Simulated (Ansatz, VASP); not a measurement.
Given: the input of a run of Ansatz 0.2.0 on SiNi.

Contents of input.yaml:

```yaml
crystal:
  lattice:
    - [2.9622597754, 0.0, 0.0]
    - [0.0, 3.3020501833, 0.0]
    - [0.0, 0.0, 4.7084241314]
  atoms:
    - { symbol: Ni, position: [0.5, 0.5, 0.34249559], spin: 1.0 }
    - { symbol: Ni, position: [0.0, 0.0, 0.65750441], spin: 1.0 }
    - { symbol: Si, position: [0.5, 0.5, 0.84314316] }
    - { symbol: Si, position: [0.0, 0.0, 0.15685684] }
kpoints:
  mp_grid: { grid: [9, 8, 6] }
scf:
  occupations: { method: fermi_dirac, width: 0.05 }
hamiltonian:
  xc: pbesol
  pseudopotentials: { kind: all_electron, lapw: { basis_error: 0.001 } }
magnetization:
  spin_polarized: true
output:
  forces: true
  stress: true
  eigenvalues: true
```

Potentials or basis: all-electron LAPW, scalar-relativistic.

Run with:

```console
$ ansatz run input.yaml --threads 4 --pin off --max-ram 12288MiB --backend cpu --events-out ev --progress --plain --runs-dir out
```

Task: Set up the same calculation for VASP 6.6.1. Potentials there: VASP PAW PBE potentials, release 64 (Ni, Si).

Result: As run (the cutoff follows the program's own potentials):

INCAR

```
PREC = Accurate
ENCUT = 520
EDIFF = 1E-6
ISMEAR = -1
SIGMA = 0.05
LREAL = False
LASPH = True
NELM = 150
ALGO = Normal
ISIF = 2
LWAVE = False
LCHARG = True
ISPIN = 2
MAGMOM = 1 1 0 0
LORBIT = 11
LMAXMIX = 4
GGA = PS
LELF = True
LVHAR = True
NBANDS = 26
```

Contents of KPOINTS:

```
Automatic mesh
0
Gamma
  9 8 6
```

Contents of POSCAR:

```
SiNi
1.0
    2.9622597754      0.0000000000      0.0000000000
    0.0000000000      3.3020501833      0.0000000000
    0.0000000000      0.0000000000      4.7084241314
Ni Si
2 2
Direct
    0.5000000000      0.5000000000      0.3424955900
    0.0000000000      0.0000000000      0.6575044100
    0.5000000000      0.5000000000      0.8431431600
    0.0000000000      0.0000000000      0.1568568400
```

Potentials or basis: VASP PAW PBE potentials, release 64 (Ni, Si).

Run with:

```bash
$ cat potpaw_PBE.64/Ni/POTCAR potpaw_PBE.64/Si/POTCAR > POTCAR
$ mpirun -np 1 vasp_std > vasp.out
```

Both were run:

|  | VASP | Ansatz | Ansatz less VASP |
| --- | --- | --- | --- |
| gap on the k mesh at the Fermi level (eV) | none | none | - |
| pressure (GPa) | -3.4 | -3.7 | -0.32 |
| traceless stress, the component that is largest in VASP (GPa) | -1.23 | -1.45 | -0.220 |
| rms of the force components (eV/Å) | 0.052 | 0.053 | +0.0004 |
| net moment per atom (μB) | 0.00 | 0.00 | 0.000 |

VASP's potentials were made for PBE, not for PBEsol. Atom by atom the forces differ by 0.003 eV/Å (rms over components). A gap of «none» marks a metal or a gap that the smearing closes. Ansatz ran all-electron here, and VASP with PAW potentials.
